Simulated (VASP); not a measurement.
# AlFe3 (Fm-3m) in VASP: notebook, part 3 of 3

VASP 6.6.1.

### Step 4. Single point, r2SCAN, collinear spin, ferrimagnetic start

This run uses another cell than the first one, of 12.07 Å³/atom.

POSCAR reads:

```
AlFe3
1.0
    0.0000000000      2.8901196556      2.8901196556
    2.8901196556      0.0000000000      2.8901196556
    2.8901196556      2.8901196556      0.0000000000
Al Fe
1 3
Direct
    0.0000000000      0.0000000000      0.0000000000
    0.5000000000      0.5000000000      0.5000000000
    0.2500000000      0.2500000000      0.2500000000
    0.7500000000      0.7500000000      0.7500000000
```

INCAR.step1 reads:

```
PREC     = Accurate       # precision mode
ENCUT    = 520            # plane-wave cutoff, eV
ISMEAR   = 0              # smearing method
SIGMA    = 0.05           # smearing width, eV
LREAL    = False          # projectors in reciprocal space
LASPH    = True           # aspherical terms in the spheres
NELM     = 150            # most SCF steps
ISPIN    = 2              # spin polarisation
MAGMOM   = 0 2.5 -2.5 -2.5 # initial moments
LMAXMIX  = 4              # l up to which the mixer works
NBANDS   = 26             # bands
GGA      = PE             # functional
ALGO     = Normal         # electronic algorithm
EDIFF    = 1E-4           # SCF threshold, eV
LWAVE    = True           # write WAVECAR
LCHARG   = False          # write CHGCAR
```

INCAR.step2 reads:

```
PREC     = Accurate       # precision mode
ENCUT    = 520            # plane-wave cutoff, eV
EDIFF    = 1E-6           # SCF threshold, eV
ISMEAR   = 0              # smearing method
SIGMA    = 0.05           # smearing width, eV
LREAL    = False          # projectors in reciprocal space
LASPH    = True           # aspherical terms in the spheres
NELM     = 150            # most SCF steps
ALGO     = Normal         # electronic algorithm
ISIF     = 2              # what is computed and relaxed
LWAVE    = False          # write WAVECAR
LCHARG   = False          # write CHGCAR
ISPIN    = 2              # spin polarisation
MAGMOM   = 0 2.5 -2.5 -2.5 # initial moments
LORBIT   = 11             # projections on sites
LMAXMIX  = 4              # l up to which the mixer works
METAGGA  = R2SCAN         # meta-GGA
LMIXTAU  = True         
NBANDS   = 26             # bands
ISTART   = 1
```

KPOINTS reads:

```
regular mesh
0
Gamma
  12 12 12
```

Started as:

```bash
$ cat potpaw_PBE.64/Al/POTCAR potpaw_PBE.64/Fe/POTCAR > POTCAR
$ cp INCAR.step1 INCAR
$ mpirun -np 1 vasp_std > vasp.out
$ cp INCAR.step2 INCAR
$ mpirun -np 1 vasp_std > vasp.out
```

Run time: 8.3 min. Hardware: 1 thread of Intel Xeon 6975P-C (Granite Rapids), shared host; peak memory 0.29 GiB.

It converged, with:

* Free energy: -49.0438 eV
* Pressure: 1.4 GPa
* Net moment: -1.89 μB per cell
* Site moments: Al +0.07; Fe +2.58, -2.38 (each value once) μB
* Valence electrons inside the program's atomic spheres: Al 0.88; Fe 7.17, 7.26 (each value once)

Levels at points of the mesh, in eV from the Fermi level:
Spin up:
```
           k point  band 9  band 10  band 11  band 12  band 13  band 14  band 15  band 16  band 17  band 18
(0.00, 0.00, 0.00)   -2.84    -0.72    -0.72     0.93     0.93     0.93     1.49     1.49     5.29     5.29
(0.50, 0.00, 0.00)   -1.47    -0.72    -0.72    -0.32    -0.17    -0.17     0.56     0.56     0.71     4.97
(0.50, 0.50, 0.00)   -1.95    -1.95    -1.27    -0.20    -0.07    -0.07     0.71     0.71     0.98     1.44
```
Spin down:
```csv
k point,band 10,band 11,band 12,band 13,band 14,band 15,band 16,band 17,band 18,band 19
"(0.00, 0.00, 0.00)",-1.70,-1.70,-1.33,-1.33,-1.33,1.41,1.41,5.45,5.45,5.45
"(0.50, 0.00, 0.00)",-2.96,-2.96,-2.77,-0.51,-0.51,0.21,1.04,1.04,4.13,4.13
"(0.50, 0.50, 0.00)",-2.25,-1.73,-1.50,-1.50,-0.94,-0.82,0.03,0.03,0.81,1.83
```

Caveat: the PAW data sets were made with another functional, which shifts forces and pressure a little.

### Step 5. Single point, r2SCAN, collinear spin, ferromagnetic start (11.59 Å³/atom)

This run uses another cell than the first one, of 11.59 Å³/atom.

POSCAR reads:

```
AlFe3
1.0
    0.0000000000      2.8510591964      2.8510591964
    2.8510591964      0.0000000000      2.8510591964
    2.8510591964      2.8510591964      0.0000000000
Al Fe
1 3
Direct
    0.0000000000      0.0000000000      0.0000000000
    0.5000000000      0.5000000000      0.5000000000
    0.2500000000      0.2500000000      0.2500000000
    0.7500000000      0.7500000000      0.7500000000
```

INCAR.step1 reads:

```
SYSTEM = AlFe3
ALGO = Normal
EDIFF = 1E-4
ENCUT = 520
GGA = PE
ISMEAR = 0
ISPIN = 2
LASPH = .TRUE.
LCHARG = .FALSE.
LMAXMIX = 4
LREAL = .FALSE.
LWAVE = .TRUE.
MAGMOM = 0 2.87 2.84 2.84
NBANDS = 26
NELM = 150
PREC = Accurate
SIGMA = 0.05
```

INCAR.step2 reads:

```
SYSTEM = AlFe3
ALGO = Normal
EDIFF = 1E-6
ENCUT = 520
ISIF = 2
ISMEAR = 0
ISPIN = 2
ISTART = 1
LASPH = .TRUE.
LCHARG = .TRUE.
LELF = .TRUE.
LMAXMIX = 4
LMIXTAU = .TRUE.
LORBIT = 11
LREAL = .FALSE.
LVHAR = .TRUE.
LWAVE = .FALSE.
MAGMOM = 0 2.87 2.84 2.84
METAGGA = R2SCAN
NBANDS = 26
NELM = 150
PREC = Accurate
SIGMA = 0.05
```

KPOINTS reads:

```
k-points
0
G
  12 12 12
  0 0 0
```

Started as:

```bash
$ cat potpaw_PBE.64/Al/POTCAR potpaw_PBE.64/Fe/POTCAR > POTCAR
$ cp INCAR.step1 INCAR
$ mpirun -np 1 vasp_std > vasp.out
$ cp INCAR.step2 INCAR
$ mpirun -np 1 vasp_std > vasp.out
```

Wall time 18 min (1 thread of Oxide Virtual Turin-like, shared host); peak memory 0.26 GiB.

The run converged. Its results:

```
Free energy                                           : -50.3891 eV
Pressure                                              : 6.1 GPa
Net moment                                            : 7.07 μB per cell
Site moments                                          : Al -0.08; Fe +2.52, +2.46 (each value once) μB
Valence electrons inside the program's atomic spheres : Al 0.88; Fe 7.30, 7.33 (each value once)
```

Levels at points of the mesh, in eV from the Fermi level:
Spin up:
```csv
k point,band 13,band 14,band 15,band 16,band 17,band 18,band 19,band 20,band 21,band 22
"(0.00, 0.00, 0.00)",-1.88,-1.88,-1.65,-1.65,5.58,5.58,5.58,5.85,5.85,5.85
"(0.50, 0.00, 0.00)",-1.96,-1.96,-1.49,-1.49,-0.98,4.43,4.43,4.69,4.69,5.75
"(0.50, 0.50, 0.00)",-1.72,-1.69,-1.27,-1.27,-1.22,-1.22,-0.81,4.48,4.72,12.64
```
Spin down:
```tsv
k point	band 6	band 7	band 8	band 9	band 10	band 11	band 12	band 13	band 14	band 15
(0.00, 0.00, 0.00)	-2.56	-1.35	-1.35	-1.35	1.23	1.23	1.23	2.12	2.12	2.48
(0.50, 0.00, 0.00)	-1.41	-1.41	-1.28	-1.28	-0.18	0.08	0.08	1.74	1.74	2.07
(0.50, 0.50, 0.00)	-1.83	-1.20	-1.20	-0.94	0.09	0.09	0.95	1.23	1.54	1.88
```

Caveat: the cell stands under pressure; the PAW data sets were made with another functional, which shifts forces and pressure a little.

### Step 6. Single point, r2SCAN, collinear spin, ferromagnetic start (11.83 Å³/atom)

This run uses another cell than the first one, of 11.83 Å³/atom.

POSCAR reads:

```
AlFe3
1.0
    0.0000000000      2.8707222949      2.8707222949
    2.8707222949      0.0000000000      2.8707222949
    2.8707222949      2.8707222949      0.0000000000
Al Fe
1 3
Direct
    0.0000000000      0.0000000000      0.0000000000
    0.5000000000      0.5000000000      0.5000000000
    0.2500000000      0.2500000000      0.2500000000
    0.7500000000      0.7500000000      0.7500000000
```

INCAR.step1 reads:

```
SYSTEM = AlFe3
PREC = Accurate ; ENCUT = 520
ISMEAR = 0 ; SIGMA = 0.05
LREAL = .FALSE. ; LASPH = .TRUE.
NELM = 150 ; ISPIN = 2
MAGMOM = 0 2.89 2.88 2.88 ; LMAXMIX = 4
NBANDS = 26 ; GGA = PE
ALGO = Normal ; EDIFF = 1E-4
LWAVE = .TRUE. ; LCHARG = .FALSE.
```

INCAR.step2 reads:

```
SYSTEM = AlFe3
PREC = Accurate ; ENCUT = 520
EDIFF = 1E-6 ; ISMEAR = 0
SIGMA = 0.05 ; LREAL = .FALSE.
LASPH = .TRUE. ; NELM = 150
ALGO = Normal ; ISIF = 2
LWAVE = .FALSE. ; LCHARG = .FALSE.
ISPIN = 2 ; MAGMOM = 0 2.89 2.88 2.88
LORBIT = 11 ; LMAXMIX = 4
METAGGA = R2SCAN ; LMIXTAU = .TRUE.
NBANDS = 26 ; ISTART = 1
```

KPOINTS reads:

```
Automatic mesh
0
G
  12 12 12
  0 0 0
```

Potentials or basis: VASP PAW PBE potentials, release 64 (Al, Fe).

Started as:

```bash
$ cat potpaw_PBE.64/Al/POTCAR potpaw_PBE.64/Fe/POTCAR > POTCAR
$ cp INCAR.step1 INCAR
$ mpirun -np 1 vasp_std > vasp.out
$ cp INCAR.step2 INCAR
$ mpirun -np 1 vasp_std > vasp.out
```

Run time: 17 min. Hardware: 1 thread of Oxide Virtual Turin-like, shared host; peak memory 0.25 GiB.

It converged, with:

```yaml
Free_energy: -50.4158 eV
Pressure: 3.0 GPa
Net_moment: 7.24 μB per cell
Site_moments: Al -0.08; Fe +2.55, +2.53 (each value once) μB
Valence_electrons_inside_the_program's_atomic_spheres: Al 0.87; Fe 7.26, 7.28 (each value once)
```

Levels at points of the mesh, in eV from the Fermi level:
Spin up:
| k point | band 13 | band 14 | band 15 | band 16 | band 17 | band 18 | band 19 | band 20 | band 21 | band 22 |
| --- | --- | --- | --- | --- | --- | --- | --- | --- | --- | --- |
| (0.00, 0.00, 0.00) | -1.96 | -1.96 | -1.76 | -1.76 | 5.45 | 5.45 | 5.45 | 5.68 | 5.68 | 5.68 |
| (0.50, 0.00, 0.00) | -2.03 | -2.03 | -1.57 | -1.57 | -1.07 | 4.30 | 4.30 | 4.53 | 4.53 | 5.55 |
| (0.50, 0.50, 0.00) | -1.79 | -1.78 | -1.35 | -1.35 | -1.25 | -1.25 | -0.93 | 4.30 | 4.51 | 12.50 |
Spin down:
| k point | band 5 | band 6 | band 7 | band 8 | band 9 | band 10 | band 11 | band 12 | band 13 | band 14 |
| --- | --- | --- | --- | --- | --- | --- | --- | --- | --- | --- |
| (0.00, 0.00, 0.00) | -2.47 | -2.47 | -1.30 | -1.30 | -1.30 | 1.22 | 1.22 | 1.22 | 2.09 | 2.09 |
| (0.50, 0.00, 0.00) | -1.45 | -1.35 | -1.35 | -1.24 | -1.24 | -0.16 | 0.11 | 0.11 | 1.73 | 1.73 |
| (0.50, 0.50, 0.00) | -1.84 | -1.84 | -1.14 | -1.14 | -0.88 | 0.11 | 0.11 | 1.00 | 1.22 | 1.53 |

Caveat: the PAW data sets were made with another functional, which shifts forces and pressure a little.

### Step 7. Summary

```tsv
spin	cell	gap on the mesh (eV)	pressure (GPa)	moment (μB)
collinear, ferromagnetic start	a = 4.141 Å, angles 60.0°, 4 atoms	none	-5.2	7.67
collinear, ferromagnetic start	a = 4.087 Å, angles 60.0°, 4 atoms	none	-0.4	7.33
collinear, ferrimagnetic start	a = 4.087 Å, angles 60.0°, 4 atoms	none	1.4	1.89
collinear, ferromagnetic start	a = 4.032 Å, angles 60.0°, 4 atoms	none	6.1	7.07
collinear, ferromagnetic start	a = 4.060 Å, angles 60.0°, 4 atoms	none	3.0	7.24
```

Alike in all rows: task single point; level r2SCAN; potentials or basis VASP PAW PBE potentials, release 64 (Al, Fe); k mesh 12 × 12 × 12; cutoff (eV) 520; smearing gaussian 0.05 eV.

Caveats: the PAW data sets were made with another functional, which shifts forces and pressure a little; the cell stands under tension (at least some runs); the cell stands under pressure (at least some runs).

Absolute energies hang on the potentials; compare differences alone.
